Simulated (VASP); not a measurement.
CaO, 2 atoms in the cell. Symmetry: I-4m2, No. 119, tetragonal system. Conventional cell: a = 3.512 Å, b = 3.512 Å, c = 5.563 Å, α = 90.00°, β = 90.00°, γ = 90.00°. Ca (site symmetry -4m2) has 4 O at 2.24 Å within 3.0 Å. O (site symmetry -4m2) has 4 Ca at 2.24 Å within 3.0 Å.  This cell differs from its parent crystal: epitaxial xy strain -4.7%.

- Program: VASP 6.6.1
- Task: single point
- Functional: PBE
- Potentials or basis: VASP PAW PBE potentials, release 64 (Ca_sv, O)
- Cutoff: 520 eV
- k mesh: 8 × 8 × 8
- Occupations: fermi-dirac, width 0.02 eV
- Spin: no spin polarisation
- Dipole correction: no
- Further INCAR settings: ALGO = Normal; EDIFF = 1e-06; NBANDS = 15

Potentials or basis: VASP PAW PBE potentials, release 64 (Ca_sv, O).

Run with:

```sh
$ cat potpaw_PBE.64/Ca_sv/POTCAR potpaw_PBE.64/O/POTCAR > POTCAR
$ mpirun -np 1 vasp_std > vasp.out
```

Hardware: 1 thread of Intel Xeon 8259CL, with other jobs on the host.

**Question.** Estimate the wall time of this run.

**Answer.** Wall time 64 s on 1 thread of Intel Xeon 8259CL, on a shared host, peak memory 0.17 GiB. Counts: scf iterations 13, k points 59.
